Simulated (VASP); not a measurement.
A run of VASP 6.6.1 is set up as follows.

Contents of POSCAR:

```
NiBi2
1.0
    0.0000000000      4.4906979392      4.4906979392
    4.4906979392      0.0000000000      4.4906979392
    4.4906979392      4.4906979392      0.0000000000
Ni Bi
2 4
Direct
    0.0000000000      0.0000000000      0.0000000000
    0.2500000000      0.2500000000      0.2500000000
    0.6250000000      0.6250000000      0.6250000000
    0.1250000000      0.6250000000      0.6250000000
    0.6250000000      0.6250000000      0.1250000000
    0.6250000000      0.1250000000      0.6250000000
```

The input INCAR.step1:

```
PREC     = Accurate       # precision mode
ENCUT    = 520            # plane-wave cutoff, eV
ISMEAR   = 0              # smearing method
SIGMA    = 0.1            # smearing width, eV
LREAL    = False          # projectors in reciprocal space
LASPH    = True           # aspherical terms in the spheres
NELM     = 150            # most SCF steps
ISPIN    = 2              # spin polarisation
MAGMOM   = 0.57 0.57 0 0 0 0 # initial moments
LMAXMIX  = 4              # l up to which the mixer works
NBANDS   = 53             # bands
GGA      = PE             # functional
ALGO     = Normal         # electronic algorithm
EDIFF    = 1E-4           # SCF threshold, eV
LWAVE    = True           # write WAVECAR
LCHARG   = False          # write CHGCAR
```

INCAR.step2

```
PREC     = Accurate       # precision mode
ENCUT    = 520            # plane-wave cutoff, eV
EDIFF    = 1E-6           # SCF threshold, eV
ISMEAR   = 0              # smearing method
SIGMA    = 0.1            # smearing width, eV
LREAL    = False          # projectors in reciprocal space
LASPH    = True           # aspherical terms in the spheres
NELM     = 150            # most SCF steps
ALGO     = Normal         # electronic algorithm
ISIF     = 2              # what is computed and relaxed
LWAVE    = False          # write WAVECAR
LCHARG   = False          # write CHGCAR
ISPIN    = 2              # spin polarisation
MAGMOM   = 0.57 0.57 0 0 0 0 # initial moments
LORBIT   = 11             # projections on sites
LMAXMIX  = 4              # l up to which the mixer works
METAGGA  = R2SCAN         # meta-GGA
LMIXTAU  = True         
NBANDS   = 53             # bands
ISTART   = 1
```

KPOINTS

```
regular mesh
0
Gamma
  4 4 4
```

Potentials or basis: VASP PAW PBE potentials, release 64 (Ni, Bi_d).

Run with:

```console
$ cat potpaw_PBE.64/Ni/POTCAR potpaw_PBE.64/Bi_d/POTCAR > POTCAR
$ cp INCAR.step1 INCAR
$ mpirun -np 1 vasp_std > vasp.out
$ cp INCAR.step2 INCAR
$ mpirun -np 1 vasp_std > vasp.out
```

Predict the site moments.

Ni +0.85; Bi +0.08 μB.

What does it give for the net moment?

2.16 μB per cell.

Predict the pressure.

-0.9 GPa.

Caveat: the PAW data sets were made with another functional, which shifts forces and pressure a little.
